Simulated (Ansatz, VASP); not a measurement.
# One calculation of BP, two programs

```
B P
1.0
     0.00000    2.29803    2.29803
     2.29803    0.00000    2.29803
     2.29803    2.29803    0.00000
B P
1 1
Direct
  0.00000 0.00000 0.00000
  0.25000 0.25000 0.25000
```

Alike in both runs: task relaxation of the atoms; functional r2SCAN; k mesh 10 × 10 × 10; occupations fermi-dirac, width 0.02 eV; no spin polarisation.

```csv
,VASP,Ansatz
version,VASP 6.6.1,Ansatz 0.2.0
potentials or method,"VASP PAW PBE potentials, release 64 (B, P), cutoff 520 eV",PAW plane waves
valence electrons in the cell,8,8
```

Ansatz gave:

| Property | Result |
| --- | --- |
| gap on the k mesh at the Fermi level, each at its own relaxed structure (eV) | 1.47 |

**Question.** What did VASP give for the same quantities?

**Answer.** gap on the k mesh at the Fermi level, each at its own relaxed structure (eV): 1.50.

VASP's potentials were made for PBE, not for r2SCAN. Ansatz's warnings: stress scf threshold loose.

Noted on VASP's run: the relaxation stopped at its first step, so nothing moved.
